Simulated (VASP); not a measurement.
# In (P6/mmm) in VASP: further runs

In is run at these levels: RPBE; tasks: single point.

Everything below comes from runs of VASP 6.6.1. Logs are shortened: lines on timing, memory, paths and dates and some standing lists are left out, and cuts for length are marked.

### Step 1. The cell of the first run

The structure is hexagonal, space group P6/mmm (No. 191). Conventional cell: a = 5.465 Å, b = 5.465 Å, c = 3.395 Å, α = 90.00°, β = 90.00°, γ = 120.00°. In (site symmetry 6/mmm) has 14 In at 3.40 to 3.58 Å within 4.5 Å. In (site symmetry -6m2) has 11 In at 3.16 to 3.58 Å within 4.2 Å.

This isn't the form of In at room conditions, which is tetragonal.

### Step 2. Single point, RPBE

Input file INCAR:

```
SYSTEM = In
  ALGO = Normal
  EDIFF = 1E-7
  ENCUT = 520
  GGA = RP
  ISIF = 2
  ISMEAR = -1
  LASPH = .TRUE.
  LCHARG = .FALSE.
  LREAL = .FALSE.
  LWAVE = .FALSE.
  NBANDS = 26
  NELM = 60
  PREC = Accurate
  SIGMA = 0.1
```

Input file KPOINTS:

```
k-points
0
G
  7 7 10
  0 0 0
```

Input file POSCAR:

```
In
1.0
    5.4649337731      0.0000000000      0.0000000000
   -2.7324668866      4.7327714775      0.0000000000
    0.0000000000      0.0000000000      3.3953583947
In
3
Direct
    0.0000000000      0.0000000000      0.0000000000
    0.3333333333      0.6666666667      0.5000000000
    0.6666666667      0.3333333333      0.5000000000
```

Potentials or basis: VASP PAW PBE potentials, release 64 (In_d).

Launch:

```sh
$ cat potpaw_PBE.64/In_d/POTCAR > POTCAR
$ mpirun -np 1 vasp_std > vasp.out
```

OUTCAR:

```text
SYSTEM = In
   EDIFF = 1E-7
   ENCUT = 520
   GGA = RP
   ISIF = 2
   ISMEAR = -1
   LASPH = .TRUE.
   LREAL = .FALSE.
   NELM = 60
   PREC = Accurate

 ion  position               nearest neighbor table
   1  0.000  0.000  0.000-   2 3.58   3 3.58   2 3.58   3 3.58   3 3.58   3 3.58   2 3.58   2 3.58
                             3 3.58   3 3.58   2 3.58   2 3.58
   2  0.333  0.667  0.500-   3 3.16   3 3.16   3 3.16   1 3.58   1 3.58   1 3.58   1 3.58   1 3.58
                             1 3.58
   3  0.667  0.333  0.500-   2 3.16   2 3.16   2 3.16   1 3.58   1 3.58   1 3.58   1 3.58   1 3.58
                             1 3.58

  LATTYP: Found a hexagonal cell.
 ALAT       =     5.4649337731
 C/A-ratio  =     0.6212990927

  Lattice vectors:

 A1 = (   5.4649337731,   0.0000000000,   0.0000000000)
 A2 = (  -2.7324668866,   4.7327714775,   0.0000000000)
 A3 = (   0.0000000000,   0.0000000000,   3.3953583947)

Analysis of symmetry for initial positions (statically):
=====================================================================
 Subroutine PRICEL returns:
 Original cell was already a primitive cell.

 Routine SETGRP: Setting up the symmetry group for a
 hexagonal supercell.

 Subroutine GETGRP returns: Found 24 space group operations
 (whereof 24 operations were pure point group operations)
 out of a pool of 24 trial point group operations.

The static configuration has the point symmetry D_6h.

Analysis of symmetry for dynamics (positions and initial velocities):
=====================================================================
 Subroutine PRICEL returns:
 Original cell was already a primitive cell.

 Routine SETGRP: Setting up the symmetry group for a
 hexagonal supercell.

 Subroutine GETGRP returns: Found 24 space group operations
 (whereof 24 operations were pure point group operations)
 out of a pool of 24 trial point group operations.

The dynamic configuration has the point symmetry D_6h.

 Subroutine INISYM returns: Found 24 space group operations
 (whereof 24 operations are pure point group operations),
 and found     1 'primitive' translations

----------------------------------------------------------------------------------------

                                     Primitive cell

  volume of cell :      87.8185

  direct lattice vectors                    reciprocal lattice vectors
     5.464933773  0.000000000  0.000000000     0.182984834  0.105646343  0.000000000
    -2.732466887  4.732771478  0.000000000     0.000000000  0.211292686  0.000000000
     0.000000000  0.000000000  3.395358395     0.000000000  0.000000000  0.294519719

  length of vectors
     5.464933773  5.464933773  3.395358395     0.211292686  0.211292686  0.294519719

  position of ions in fractional coordinates (direct lattice)
     0.000000000  0.000000000  0.000000000
     0.333333333  0.666666667  0.500000000
     0.666666667  0.333333333  0.500000000

  ion indices of the primitive-cell ions
   primitive index   ion index
                 1           1
                 2           2
                 3           3

----------------------------------------------------------------------------------------

 KPOINTS: k-points

Automatic generation of k-mesh.
 Grid dimensions read from file:
 generate k-points for:    7    7   10

 Generating k-lattice:

  Cartesian coordinates                     Fractional coordinates (reciprocal lattice)
     0.026140691  0.015092335  0.000000000     0.142857143  0.000000000  0.000000000
     0.000000000  0.030184669  0.000000000     0.000000000  0.142857143  0.000000000
     0.000000000  0.000000000  0.029451972     0.000000000  0.000000000  0.100000000

  Length of vectors
     0.030184669  0.030184669  0.029451972

  Shift w.r.t. Gamma in fractional coordinates (k-lattice)
     0.000000000  0.000000000  0.000000000

 Subroutine IBZKPT returns following result:
 ===========================================

 Found     48 irreducible k-points:

 Following reciprocal coordinates:
            Coordinates               Weight
  0.000000  0.000000  0.000000      1.000000
  0.142857  0.000000  0.000000      6.000000
  0.285714  0.000000  0.000000      6.000000
  0.428571  0.000000  0.000000      6.000000
  0.142857  0.142857  0.000000      6.000000
  0.285714  0.142857  0.000000     12.000000
[... 16 lines left out ...]
  0.428571  0.142857  0.200000     12.000000
  0.285714  0.285714  0.200000     12.000000
 [... further k-points ...]
   k-points           NKPTS =     48   k-points in BZ     NKDIM =     48   number of bands    NBANDS=     26
   number of dos      NEDOS =    301   number of ions     NIONS =      3
   total plane-waves  NPLWV =  49392
   dimension x,y,z NGX =    42 NGY =   42 NGZ =   28
   dimension x,y,z NGXF=    84 NGYF=   84 NGZF=   56
   ions per type =               3
   NGX,Y,Z   is equivalent  to a cutoff of  12.78, 12.78, 13.71 a.u.
   NGXF,Y,Z  is equivalent  to a cutoff of  25.55, 25.55, 27.42 a.u.
 SYSTEM =  In
   PREC   = accura    normal or accurate (medium, high low for compatibility)
   ISTART =      0    job   : 0-new  1-cont  2-samecut
   ICHARG =      2    charge: 1-file 2-atom 10-const
   ISPIN  =      1    spin polarized calculation?
   LNONCOLLINEAR =      F non collinear calculations
   LSORBIT =      F    spin-orbit coupling
   LASPH  =      T    aspherical Exc in radial PAW
   ENCUT  =  520.0 eV  38.22 Ry    6.18 a.u.  10.16 10.16  6.31*2*pi/ulx,y,z
   NELM   =     60;   NELMIN=  2; NELMDL= -5     # of ELM steps
   EDIFF  = 0.1E-06   stopping-criterion for ELM
   LREAL  =      F    real-space projection
   EDIFFG = 0.1E-05   stopping-criterion for IOM
   NSW    =      0    number of steps for IOM
   IBRION =     -1    ionic relax: 0-MD 1-quasi-New 2-CG
   NFREE  =      0    steps in history (QN), initial steepest desc. (CG)
   ISIF   =      2    stress and relaxation
   ISYM   =      2    0-nonsym 1-usesym 2-fastsym
   POTIM  = 0.5000    time-step for ionic-motion
   TEBEG  =    0.0;   TEEND  =   0.0 temperature during run
   PSTRESS=    0.0 pullay stress
   NELECT =      39.0000    total number of electrons
   NUPDOWN=      -1.0000    fix difference up-down
   EMIN   =  10.00;   EMAX   =-10.00  energy-range for DOS
   EFERMI =   0.00;   METHOD = LEGACY
   ISMEAR =    -1;   SIGMA  =   0.10  broadening in eV -4-tet -1-fermi 0-gaus
   EFERMI_NEDOS =   21; number of points for ismear=-14 and -15
   IALGO  =     38    algorithm
   IMIX   =      4    mixing-type and parameters
     AMIX     =   0.40;   BMIX     =  1.00
     AMIX_MAG =   1.60;   BMIX_MAG =  1.00
  volume/ion in A,a.u.               =      29.27       197.54
  Fermi-wavevector in a.u.,A,eV,Ry     =   1.249015  2.360296 21.225614  1.560039
  Thomas-Fermi vector in A             =   2.383075
   LORBIT       =      0    0 simple, 1 ext, 2 COOP (PROOUT), +10 PAW based schemes
   GGA     = RP    functional components
   LHFCALC =     F    Hartree Fock is set to
   AEXX    =    0.0000 exact exchange contribution
   IVDW    =     0    specifies the selected vdW correction
   LEPSILON=     F    determine dielectric tensor
   LRPA    =     F    only Hartree local field effects (RPA)
 non-spin polarized calculation
  energy-cutoff  :      520.00
  volume of cell :       87.82
 maximum number of plane-waves:      2388
 NGX is ok and might be reduce to    42
   NGX = 21   NGY = 21   NGZ = 13

 number of electron      39.0000012 magnetization

 Free energy of the ion-electron system (eV)
  ---------------------------------------------------
  ext. energy  EPLUGINS =         0.00000000
  ---------------------------------------------------
  free energy    TOTEN  =        -6.59577094 eV

  energy without entropy =       -6.56298964  energy(sigma->0) =       -6.57938029

 E-fermi :   6.5005     XC(G=0):  -9.6255

 val. band max:        6.3938226747   @ k =   0.2857   0.0000   0.5000
 cond. band min:       6.5406442215   @ k =   0.2857   0.1429   0.3000
 fundamental gap:      0.1468215468
 Fermi energy:         6.5004641582

 k-point     1 :       0.0000    0.0000    0.0000
  band No.  band energies     occupation
      1      -8.3416      2.00000
      2      -8.1659      2.00000
      3      -8.1659      2.00000
      4      -8.1508      2.00000
      5      -8.1431      2.00000
      6      -8.0827      2.00000
[... 18 lines left out ...]
     25      16.2976      0.00000
     26      16.3144      0.00000

 k-point     2 :       0.1429    0.0000    0.0000
  band No.  band energies     occupation
      1      -8.3353      2.00000
      2      -8.2020      2.00000
      3      -8.1899      2.00000
      4      -8.1552      2.00000
      5      -8.1284      2.00000
      6      -8.0984      2.00000
[... 18 lines left out ...]
     25      15.3704      0.00000
     26      15.7797      0.00000

 k-point     3 :       0.2857    0.0000    0.0000
  band No.  band energies     occupation
      1      -8.3201      2.00000
      2      -8.2525      2.00000
      3      -8.2280      2.00000
      4      -8.1684      2.00000
      5      -8.1345      2.00000
      6      -8.1186      2.00000
[... 18 lines left out ...]
     25      14.0691      0.00000
     26      14.3631      0.00000

 k-point     4 :       0.4286    0.0000    0.0000
  band No.  band energies     occupation
      1      -8.3083      2.00000
      2      -8.2836      2.00000
      3      -8.2508      2.00000
      4      -8.1817      2.00000
      5      -8.1397      2.00000
      6      -8.1301      2.00000
[... 18 lines left out ...]
     25      12.2410      0.00000
     26      13.3042      0.00000

 k-point     5 :       0.1429    0.1429    0.0000
  band No.  band energies     occupation
      1      -8.3245      2.00000
      2      -8.2321      2.00000
      3      -8.2303      2.00000
      4      -8.1583      2.00000
      5      -8.1307      2.00000
      6      -8.1071      2.00000
[... 18 lines left out ...]
     25      14.2557      0.00000
     26      15.1897      0.00000

 k-point     6 :       0.2857    0.1429    0.0000
  band No.  band energies     occupation
      1      -8.3106      2.00000
      2      -8.2732      2.00000
      3      -8.2568      2.00000
      4      -8.1679      2.00000
      5      -8.1380      2.00000
      6      -8.1175      2.00000
[... 427 lines left out ...]
 k-point    21 :       0.1429    0.1429    0.2000
  band No.  band energies     occupation
      1      -8.2661      2.00000
      2      -8.2184      2.00000
      3      -8.2184      2.00000
      4      -8.1657      2.00000
      5      -8.1453      2.00000
      6      -8.0855      2.00000
[... 18 lines left out ...]
     25      11.5430      0.00000
     26      13.7262      0.00000

 k-point    22 :       0.2857    0.1429    0.2000
  band No.  band energies     occupation
      1      -8.2822      2.00000
      2      -8.2397      2.00000
      3      -8.2242      2.00000
      4      -8.1622      2.00000
      5      -8.1326      2.00000
      6      -8.0931      2.00000
[... 18 lines left out ...]
     25      11.8345      0.00000
     26      11.9055      0.00000

 k-point    23 :       0.4286    0.1429    0.2000
  band No.  band energies     occupation
      1      -8.2897      2.00000
      2      -8.2471      2.00000
      3      -8.2247      2.00000
      4      -8.1601      2.00000
      5      -8.1262      2.00000
      6      -8.0966      2.00000
[... 18 lines left out ...]
     25      12.4376      0.00000
     26      12.6833      0.00000

 k-point    24 :       0.2857    0.2857    0.2000
  band No.  band energies     occupation
      1      -8.2963      2.00000
      2      -8.2341      2.00000
      3      -8.2297      2.00000
      4      -8.1621      2.00000
      5      -8.1179      2.00000
      6      -8.0964      2.00000
[... 18 lines left out ...]
     25      13.1104      0.00000
     26      13.2312      0.00000

 [... further k-points ...]

------------------------ aborting loop because EDIFF is reached ----------------------------------------

  FORCE on cell =-STRESS in cart. coord.  units (eV):
  Direction    XX          YY          ZZ          XY          YZ          ZX
  --------------------------------------------------------------------------------------
  -------------------------------------------------------------------------------------
  Total       -0.0305654     -0.0305654     -0.0295903      0.0000000     -0.0000000      0.0000000
  in kB       -0.5576402     -0.5576402     -0.5398505      0.0000000     -0.0000000      0.0000000
  external PRESSURE =      -0.5517103 kB  Pullay stress =       0.0000000 kB

 VOLUME and BASIS-vectors are now :
 -----------------------------------------------------------------------------
  energy-cutoff  :      520.00
  volume of cell :       87.82
      direct lattice vectors                 reciprocal lattice vectors
     5.464933773  0.000000000  0.000000000     0.182984834  0.105646343  0.000000000
    -2.732466887  4.732771478  0.000000000     0.000000000  0.211292686  0.000000000
     0.000000000  0.000000000  3.395358395     0.000000000  0.000000000  0.294519719

 POSITION                                       TOTAL-FORCE (eV/Angst)
 -----------------------------------------------------------------------------------
      0.00000      0.00000      0.00000        -0.000000      0.000000     -0.000000
     -0.00000      3.15518      1.69768        -0.000000     -0.000000      0.000000
      2.73247      1.57759      1.69768         0.000000      0.000000     -0.000000
 -----------------------------------------------------------------------------------
    total drift:                                0.000000      0.000000     -0.000000

  FREE ENERGIE OF THE ION-ELECTRON SYSTEM (eV)
  ---------------------------------------------------
  free  energy   TOTEN  =        -6.5957709449 eV

  energy  without entropy=       -6.5629896441  energy(sigma->0) =       -6.57938029
```

Wall time 38 s (1 thread of Intel Xeon 6975P-C (Granite Rapids), shared host); peak memory 0.25 GiB.

Results:

- Free energy: -6.5958 eV
- Pressure: -0.1 GPa
- Band gap on the k mesh: zero (an odd number of electrons rules out a gap without spin polarisation)

Levels at points of the mesh, in eV from the Fermi level:
```csv
k point,band 15,band 16,band 17,band 18,band 19,band 20,band 21,band 22,band 23,band 24
"(0.00, 0.00, 0.00)",-14.41,-8.86,-2.84,-2.61,-0.86,-0.86,-0.71,-0.71,4.26,7.43
"(0.00, 0.00, 0.50)",-14.36,-5.84,-4.81,0.20,0.89,1.01,1.11,1.11,1.42,2.36
```

Caveat: the PAW data sets were made with another functional, which shifts forces and pressure a little; spin-orbit coupling is left out, which moves the levels of the heavy elements.

(Part 1 of 2 ends here.)
